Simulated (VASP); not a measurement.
# O in VASP: notebook

Runs on O. Level: PBEsol. Tasks: single point.

Program: VASP 6.6.1. These are calculated values, not measurements. Logs are shortened: lines on timing, memory, paths and dates and some standing lists are left out, and cuts for length are marked.

### 1 The cell of the first run

The structure is monoclinic, space group C2/m (No. 12). The conventional cell has a = 5.815 Å, b = 3.390 Å, c = 4.448 Å, α = 90.00°, β = 123.29°, γ = 90.00°. O (site symmetry m) has 1 O at 1.25 Å within 1.7 Å.

### 2 Single point, PBEsol (18.33 Å³/atom)

INCAR

```
SYSTEM = O
PREC = Accurate
ENCUT = 520
EDIFF = 1E-6
ISMEAR = -1
SIGMA = 0.05
LREAL = .FALSE.
LASPH = .TRUE.
NELM = 60
ALGO = Fast
ISIF = 2
LWAVE = .FALSE.
LCHARG = .FALSE.
GGA = PS
NBANDS = 13
```

KPOINTS

```
Automatic mesh
0
G
  10 10 7
  0 0 0
```

POSCAR

```
O
1.0
    2.9073269111     -1.6950206086      0.0000000000
    2.9073269111      1.6950206086      0.0000000000
   -2.4414541381      0.0000000000      3.7185791300
O
2
Direct
    0.9745461700      0.9745461700      0.8444259800
    0.0254538300      0.0254538300      0.1555740200
```

Potentials or basis: VASP PAW PBE potentials, release 64 (O).

Started as:

```
cat potpaw_PBE.64/O/POTCAR > POTCAR
mpirun -np 1 vasp_std > vasp.out
```

OUTCAR:

```text
SYSTEM = O
   PREC = Accurate
   ENCUT = 520
   EDIFF = 1E-6
   ISMEAR = -1
   LREAL = .FALSE.
   LASPH = .TRUE.
   NELM = 60
   ISIF = 2
   GGA = PS

 ion  position               nearest neighbor table
   1  0.975  0.975  0.844-   2 1.25
   2  0.025  0.025  0.156-   1 1.25

  LATTYP: Found a base centered monoclinic cell.
 ALAT       =     5.8146538222
 B/A-ratio  =     0.5830168607
 C/A-ratio  =     0.7650377976
 COS(beta)  =    -0.5488350190

  Lattice vectors:

 A1 = (   2.9073269111,  -1.6950206086,   0.0000000000)
 A2 = (   2.9073269111,   1.6950206086,   0.0000000000)
 A3 = (  -2.4414541381,   0.0000000000,   3.7185791300)

Analysis of symmetry for initial positions (statically):
=====================================================================
 Subroutine PRICEL returns:
 Original cell was already a primitive cell.

 Routine SETGRP: Setting up the symmetry group for a
 base centered monoclinic supercell.

 Subroutine GETGRP returns: Found  4 space group operations
 (whereof  4 operations were pure point group operations)
 out of a pool of  4 trial point group operations.

The static configuration has the point symmetry C_2h.

Analysis of symmetry for dynamics (positions and initial velocities):
=====================================================================
 Subroutine PRICEL returns:
 Original cell was already a primitive cell.

 Routine SETGRP: Setting up the symmetry group for a
 base centered monoclinic supercell.

 Subroutine GETGRP returns: Found  4 space group operations
 (whereof  4 operations were pure point group operations)
 out of a pool of  4 trial point group operations.

The dynamic configuration has the point symmetry C_2h.

 Subroutine INISYM returns: Found  4 space group operations
 (whereof  4 operations are pure point group operations),
 and found     1 'primitive' translations

----------------------------------------------------------------------------------------

                                     Primitive cell

  volume of cell :      36.6502

  direct lattice vectors                    reciprocal lattice vectors
     2.907326911 -1.695020609  0.000000000     0.171979284 -0.294981664  0.112913970
     2.907326911  1.695020609  0.000000000     0.171979284  0.294981664  0.112913970
    -2.441454138  0.000000000  3.718579130     0.000000000  0.000000000  0.268919919

  length of vectors
     3.365359510  3.365359510  4.448429954     0.359639571  0.359639571  0.268919919

  position of ions in fractional coordinates (direct lattice)
     0.974546170  0.974546170  0.844425980
     0.025453830  0.025453830  0.155574020

  ion indices of the primitive-cell ions
   primitive index   ion index
                 1           1
                 2           2

----------------------------------------------------------------------------------------

 KPOINTS: Automatic mesh

Automatic generation of k-mesh.
 Grid dimensions read from file:
 generate k-points for:   10   10    7

 Generating k-lattice:

  Cartesian coordinates                     Fractional coordinates (reciprocal lattice)
     0.017197928 -0.029498166  0.011291397     0.100000000 -0.000000000  0.000000000
     0.017197928  0.029498166  0.011291397    -0.000000000  0.100000000  0.000000000
     0.000000000  0.000000000  0.038417131     0.000000000  0.000000000  0.142857143

  Length of vectors
     0.035963957  0.035963957  0.038417131

  Shift w.r.t. Gamma in fractional coordinates (k-lattice)
     0.000000000  0.000000000  0.000000000

 Subroutine IBZKPT returns following result:
 ===========================================

 Found    196 irreducible k-points:

 Following reciprocal coordinates:
            Coordinates               Weight
  0.000000  0.000000  0.000000      1.000000
  0.100000  0.000000 -0.000000      4.000000
  0.200000  0.000000 -0.000000      4.000000
  0.300000  0.000000  0.000000      4.000000
  0.400000  0.000000  0.000000      4.000000
  0.500000  0.000000  0.000000      2.000000
[... 16 lines left out ...]
  0.300000  0.300000  0.000000      2.000000
  0.400000  0.300000  0.000000      4.000000
 [... further k-points ...]
   k-points           NKPTS =    196   k-points in BZ     NKDIM =    196   number of bands    NBANDS=     13
   number of dos      NEDOS =    301   number of ions     NIONS =      2
   total plane-waves  NPLWV =  28224
   dimension x,y,z NGX =    28 NGY =   28 NGZ =   36
   dimension x,y,z NGXF=    56 NGYF=   56 NGZF=   72
   ions per type =               2
   NGX,Y,Z   is equivalent  to a cutoff of  13.83, 13.83, 13.45 a.u.
   NGXF,Y,Z  is equivalent  to a cutoff of  27.66, 27.66, 26.91 a.u.
 SYSTEM =  O
   PREC   = accura    normal or accurate (medium, high low for compatibility)
   ISTART =      0    job   : 0-new  1-cont  2-samecut
   ICHARG =      2    charge: 1-file 2-atom 10-const
   ISPIN  =      1    spin polarized calculation?
   LNONCOLLINEAR =      F non collinear calculations
   LSORBIT =      F    spin-orbit coupling
   LASPH  =      T    aspherical Exc in radial PAW
   ENCUT  =  520.0 eV  38.22 Ry    6.18 a.u.   6.26  6.26  8.27*2*pi/ulx,y,z
   NELM   =     60;   NELMIN=  2; NELMDL= -5     # of ELM steps
   EDIFF  = 0.1E-05   stopping-criterion for ELM
   LREAL  =      F    real-space projection
   EDIFFG = 0.1E-04   stopping-criterion for IOM
   NSW    =      0    number of steps for IOM
   IBRION =     -1    ionic relax: 0-MD 1-quasi-New 2-CG
   NFREE  =      0    steps in history (QN), initial steepest desc. (CG)
   ISIF   =      2    stress and relaxation
   ISYM   =      2    0-nonsym 1-usesym 2-fastsym
   POTIM  = 0.5000    time-step for ionic-motion
   TEBEG  =    0.0;   TEEND  =   0.0 temperature during run
   PSTRESS=    0.0 pullay stress
   NELECT =      12.0000    total number of electrons
   NUPDOWN=      -1.0000    fix difference up-down
   EMIN   =  10.00;   EMAX   =-10.00  energy-range for DOS
   EFERMI =   0.00;   METHOD = LEGACY
   ISMEAR =    -1;   SIGMA  =   0.05  broadening in eV -4-tet -1-fermi 0-gaus
   EFERMI_NEDOS =   21; number of points for ismear=-14 and -15
   IALGO  =     68    algorithm
   IMIX   =      4    mixing-type and parameters
     AMIX     =   0.40;   BMIX     =  1.00
     AMIX_MAG =   1.60;   BMIX_MAG =  1.00
  volume/ion in A,a.u.               =      18.33       123.66
  Fermi-wavevector in a.u.,A,eV,Ry     =   1.128349  2.132270 17.322537  1.273171
  Thomas-Fermi vector in A             =   2.265038
   LORBIT       =      0    0 simple, 1 ext, 2 COOP (PROOUT), +10 PAW based schemes
   GGA     = PS    functional components
   LHFCALC =     F    Hartree Fock is set to
   AEXX    =    0.0000 exact exchange contribution
   IVDW    =     0    specifies the selected vdW correction
   LEPSILON=     F    determine dielectric tensor
   LRPA    =     F    only Hartree local field effects (RPA)
 non-spin polarized calculation
 RMM-DIIS sequential band-by-band and
  energy-cutoff  :      520.00
  volume of cell :       36.65
 maximum number of plane-waves:      1005
 NGX is ok and might be reduce to    28
   NGX = 13   NGY = 13   NGZ = 17

 number of electron      12.0000001 magnetization

 Free energy of the ion-electron system (eV)
  ---------------------------------------------------
  ext. energy  EPLUGINS =         0.00000000
  ---------------------------------------------------
  free energy    TOTEN  =        -9.46259119 eV

  energy without entropy =       -9.40409179  energy(sigma->0) =       -9.43334149

 E-fermi :  -2.2418     XC(G=0):  -7.2704

 val. band max:       -2.2420883364   @ k =   0.3000   0.3000   0.0000
 cond. band min:      -2.2408028223   @ k =   0.4000   0.3000   0.0000
 fundamental gap:      0.0012855141
 Fermi energy:        -2.2417879070

 k-point     1 :       0.0000    0.0000    0.0000
  band No.  band energies     occupation
      1     -28.0278      2.00000
      2     -15.9412      2.00000
      3      -9.7288      2.00000
      4      -8.1816      2.00000
      5      -8.1486      2.00000
      6      -2.3269      1.69145
      7      -2.0777      0.07234
      8       4.3714      0.00000
      9       7.4666      0.00000
     10      11.8082      0.00000
     11      12.9152      0.00000
     12      15.5939      0.00000
     13      16.5576      0.00000

 k-point     2 :       0.1000    0.0000   -0.0000
  band No.  band energies     occupation
      1     -28.0184      2.00000
      2     -15.9439      2.00000
      3      -9.7103      2.00000
      4      -8.2531      2.00000
      5      -8.1691      2.00000
      6      -2.3139      1.61767
      7      -2.1112      0.13671
      8       4.5818      0.00000
      9       7.4573      0.00000
     10      11.5372      0.00000
     11      13.3471      0.00000
     12      14.7794      0.00000
     13      16.2693      0.00000

 k-point     3 :       0.2000    0.0000   -0.0000
  band No.  band energies     occupation
      1     -27.9942      2.00000
      2     -15.9512      2.00000
      3      -9.6560      2.00000
      4      -8.4590      2.00000
      5      -8.2055      2.00000
      6      -2.3019      1.53750
      7      -2.1773      0.43167
      8       5.1689      0.00000
      9       7.4327      0.00000
     10      11.2719      0.00000
     11      12.8377      0.00000
     12      14.6728      0.00000
     13      15.2672      0.00000

 k-point     4 :       0.3000    0.0000    0.0000
  band No.  band energies     occupation
      1     -27.9642      2.00000
      2     -15.9596      2.00000
      3      -9.5662      2.00000
      4      -8.7304      2.00000
      5      -8.2480      2.00000
      6      -2.3705      1.85848
      7      -2.1736      0.40727
      8       6.0092      0.00000
      9       7.4205      0.00000
     10      10.9662      0.00000
     11      11.7223      0.00000
     12      14.1485      0.00000
     13      15.5412      0.00000

 k-point     5 :       0.4000    0.0000    0.0000
  band No.  band energies     occupation
      1     -27.9395      2.00000
      2     -15.9661      2.00000
      3      -9.4367      2.00000
      4      -9.0020      2.00000
      5      -8.2818      2.00000
      6      -2.4548      1.97217
      7      -2.1394      0.22875
      8       6.8365      0.00000
      9       7.5710      0.00000
     10       9.7677      0.00000
     11      11.9387      0.00000
     12      13.2964      0.00000
     13      16.0737      0.00000
[... 257 lines left out ...]
 k-point    22 :      -0.2000    0.2000    0.0000
  band No.  band energies     occupation
      1     -27.9526      2.00000
      2     -15.9443      2.00000
      3      -9.5535      2.00000
      4      -8.6690      2.00000
      5      -8.4248      2.00000
      6      -2.4108      1.93421
      7      -2.2375      0.95673
      8       6.2889      0.00000
      9       7.3431      0.00000
     10      11.1045      0.00000
     11      12.5059      0.00000
     12      13.6195      0.00000
     13      14.3122      0.00000

 k-point    23 :       0.3000    0.3000    0.0000
  band No.  band energies     occupation
      1     -27.9501      2.00000
      2     -16.0665      2.00000
      3      -9.4993      2.00000
      4      -8.6173      2.00000
      5      -8.3873      2.00000
      6      -2.2421      1.00300
      7      -1.9714      0.00893
      8       6.2094      0.00000
      9       7.4507      0.00000
     10       9.3122      0.00000
     11      11.8909      0.00000
     12      13.4306      0.00000
     13      15.4554      0.00000

 k-point    24 :       0.4000    0.3000    0.0000
  band No.  band energies     occupation
      1     -27.9317      2.00000
      2     -16.0822      2.00000
      3      -9.4032      2.00000
      4      -8.7645      2.00000
      5      -8.4532      2.00000
      6      -2.2408      0.99015
      7      -1.9875      0.01228
      8       6.6321      0.00000
      9       7.6546      0.00000
     10       9.3399      0.00000
     11      10.9951      0.00000
     12      12.9277      0.00000
     13      15.3963      0.00000

 [... further k-points ...]

------------------------ aborting loop because EDIFF is reached ----------------------------------------

  FORCE on cell =-STRESS in cart. coord.  units (eV):
  Direction    XX          YY          ZZ          XY          YZ          ZX
  --------------------------------------------------------------------------------------
  -------------------------------------------------------------------------------------
  Total       -0.3663228     -0.7825715     -1.9513830      0.0000000      0.0000000      0.6893769
  in kB      -16.0139552    -34.2104472    -85.3055386      0.0000000      0.0000000     30.1364057
  external PRESSURE =     -45.1766470 kB  Pullay stress =       0.0000000 kB

 VOLUME and BASIS-vectors are now :
 -----------------------------------------------------------------------------
  energy-cutoff  :      520.00
  volume of cell :       36.65
      direct lattice vectors                 reciprocal lattice vectors
     2.907326911 -1.695020609  0.000000000     0.171979284 -0.294981664  0.112913970
     2.907326911  1.695020609  0.000000000     0.171979284  0.294981664  0.112913970
    -2.441454138  0.000000000  3.718579130     0.000000000  0.000000000  0.268919919

 POSITION                                       TOTAL-FORCE (eV/Angst)
 -----------------------------------------------------------------------------------
      3.60502      0.00000      3.14006        -0.602059      0.000000      1.131960
     -0.23182      0.00000      0.57851         0.602059      0.000000     -1.131960
 -----------------------------------------------------------------------------------
    total drift:                                0.000000      0.000000      0.000000

  FREE ENERGIE OF THE ION-ELECTRON SYSTEM (eV)
  ---------------------------------------------------
  free  energy   TOTEN  =        -9.4625911945 eV

  energy  without entropy=       -9.4040917926  energy(sigma->0) =       -9.43334149
```

Run time: 54 s. Hardware: 1 thread of Oxide Virtual Turin-like, shared host; peak memory 0.17 GiB.

Results:

```yaml
Free_energy: -9.4626 eV
Pressure: -4.5 GPa
Largest_force: 1.282 eV/Å
Band_gap_on_the_k_mesh: zero (bands 6 and 7 overlap by 0.24 eV)
```

Forces in eV/Å, atoms in the order of the input:
```
O   -0.602  0.000  1.132
O    0.602  0.000 -1.132
```

Caveat: the standard files for N, O and F lose accuracy on very short bonds; spin is off for a triplet molecule; the stress differs along the axes, from -9 to -2 GPa; this functional lacks dispersion, which holds the molecules together, so the pressure and a relaxed volume are unreliable; the PAW data sets were made with another functional, which shifts forces and pressure a little.

### 3 Single point, PBEsol (atoms moved at random)

INCAR

```
ALGO = Fast
EDIFF = 1E-7
ENCUT = 520
GGA = PS
ISIF = 2
ISMEAR = -1
LASPH = T
LCHARG = F
LREAL = F
LWAVE = F
NBANDS = 13
NELM = 100
PREC = Accurate
SIGMA = 0.05
```

KPOINTS

```
k-points
0
Gamma
  10 10 7
```

POSCAR

```
O
1.0
    2.8514028533     -1.6624159400      0.0000000000
    2.8514028533      1.6624159400      0.0000000000
   -2.3944914034      0.0000000000      3.6470501824
O
2
Direct
    0.9759870000      0.9781390000      0.8392170000
    0.0063250000      0.0450590000      0.1663370000
```

Potentials or basis: VASP PAW PBE potentials, release 64 (O).

Started as:

```
cat potpaw_PBE.64/O/POTCAR > POTCAR
mpirun -np 1 vasp_std > vasp.out
```

Run time: 1.7 min. Hardware: 1 thread of Oxide Virtual Turin-like, shared host; peak memory 0.21 GiB.

Results (log left out):

* Free energy: -9.3473 eV
* Pressure: -10.3 GPa
* Largest force: 3.943 eV/Å
* Band gap on the k mesh: zero (bands 6 and 7 overlap by 0.29 eV)

Forces in eV/Å, atoms in the order of the input:
```
O   -1.634  0.217  3.582
O    1.634 -0.217 -3.582
```

Stress tensor (GPa, compression positive):
```
 -3.85   0.42   8.89
  0.42  -3.82  -1.08
  8.89  -1.08 -23.21
```

Levels at points of the mesh, in eV from the Fermi level:
```
           k point  band 3  band 4  band 5  band 6  band 7  band 8  band 9  band 10
(0.00, 0.00, 0.00)   -7.11   -5.10   -5.05   -0.13    0.17    7.17    8.51    15.03
(0.50, 0.00, 0.00)   -6.69   -6.34   -5.23   -0.26    0.18    8.41   10.88    11.76
(0.00, 0.50, 0.00)   -6.63   -6.32   -5.22   -0.31    0.12    8.26   11.04    11.80
(0.50, 0.50, 0.00)   -6.47   -6.24   -5.49    0.04    0.37    8.11   11.09    12.14
```

Caveat: the cell differs from its parent crystal (atoms moved at random); spin is off for a triplet molecule; the stress differs along the axes, from -23 to -4 GPa; this functional lacks dispersion, which holds the molecules together, so the pressure and a relaxed volume are unreliable; the PAW data sets were made with another functional, which shifts forces and pressure a little.
